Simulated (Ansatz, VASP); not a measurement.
**Fe in VASP and in Ansatz**

```
Fe
1.0
    -1.44300    1.44300    1.44300
     1.44300   -1.44300    1.44300
     1.44300    1.44300   -1.44300
Fe
1
Direct
  0.00000 0.00000 0.00000
```

Alike in both runs: functional HSE06; k mesh 7 × 7 × 7; occupations fermi-dirac, width 0.05 eV; collinear spin.

|  | VASP | Ansatz |
| --- | --- | --- |
| version | VASP 6.6.1 | Ansatz 0.2.0 |
| potentials or method | VASP PAW PBE potentials, release 64 (Fe) | Ansatz PAW |
| plane-wave cutoff (eV) | 520 | 420 |
| valence electrons in the cell | 8 | 16 |
| task | single point | band structure |

VASP gave:

| Quantity | Value |
| --- | --- |
| gap on the k mesh at the Fermi level (eV) | none |
| pressure (GPa) | 5.7 |
| net moment per atom (μB) | 2.89 |
| size of the moment on the site where the two differ most (μB) | 2.95 |

**Question.** What did Ansatz give for the same quantities?

**Answer.** gap on the k mesh at the Fermi level (eV): none; pressure (GPa): 5.4; net moment per atom (μB): 2.89; size of the moment on the site where the two differ most (μB): 3.10.

Site moments also hang on the region over which each program counts them. A gap of «none» marks a metal or a gap that the smearing closes. With one functional, cell and mesh, what is left measures potentials, basis and numerics. VASP's potentials hold 8 valence electrons a cell and Ansatz's 16, so a difference there can come from the potentials and not from the codes.

The k mesh is coarse, so the values compare programs but aren't converged. Noted on Ansatz's run: the magnetic or orbital state may not be the lowest.
